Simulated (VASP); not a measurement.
Here is a VASP 6.6.1 calculation.

File INCAR:

```
SYSTEM = InAs
PREC = Accurate
ENCUT = 600
EDIFF = 1E-6
ISMEAR = 0
SIGMA = 0.1
LREAL = .FALSE.
LASPH = .TRUE.
NELM = 100
ALGO = Normal
ISIF = 3
LWAVE = .FALSE.
LCHARG = .FALSE.
GGA = PE
IVDW = 12
IBRION = 2
NSW = 100
EDIFFG = -0.01
```

The input KPOINTS:

```
regular mesh
0
G
  16 16 16
  0 0 0
```

Contents of POSCAR:

```
InAs
1.0
    0.0000000000      3.0535616900      3.0535616900
    3.0535616900      0.0000000000      3.0535616900
    3.0535616900      3.0535616900      0.0000000000
In As
1 1
Direct
    0.7500000000      0.7500000000      0.7500000000
    0.0000000000      0.0000000000      0.0000000000
```

Potentials or basis: VASP PAW PBE potentials, release 64 (In_d, As).

Run with:

```bash
$ cat potpaw_PBE.64/In_d/POTCAR potpaw_PBE.64/As/POTCAR > POTCAR
$ mpirun -np 1 vasp_std > vasp.out
```

Task: What does it give for the band gap on the k mesh?

Result: Zero (filled and empty bands touch).

Task: Predict the relaxed volume.

Result: 28.56 Å³/atom.

Final structure:
```cif
data_structure
_symmetry_space_group_name_H-M 'P 1'
_symmetry_Int_Tables_number 1
_cell_length_a 4.3229
_cell_length_b 4.3229
_cell_length_c 4.3229
_cell_angle_alpha 60.000
_cell_angle_beta 60.000
_cell_angle_gamma 60.000
_cell_volume 57.12
loop_
_atom_site_label
_atom_site_type_symbol
_atom_site_fract_x
_atom_site_fract_y
_atom_site_fract_z
_atom_site_occupancy
In1 In 0.75000 0.75000 0.75000 1
As1 As 0.00000 0.00000 0.00000 1
```

Caveat: spin-orbit coupling is left out, which moves the levels of the heavy elements; pairwise dispersion overbinds metals, which lowers pressure and volume.
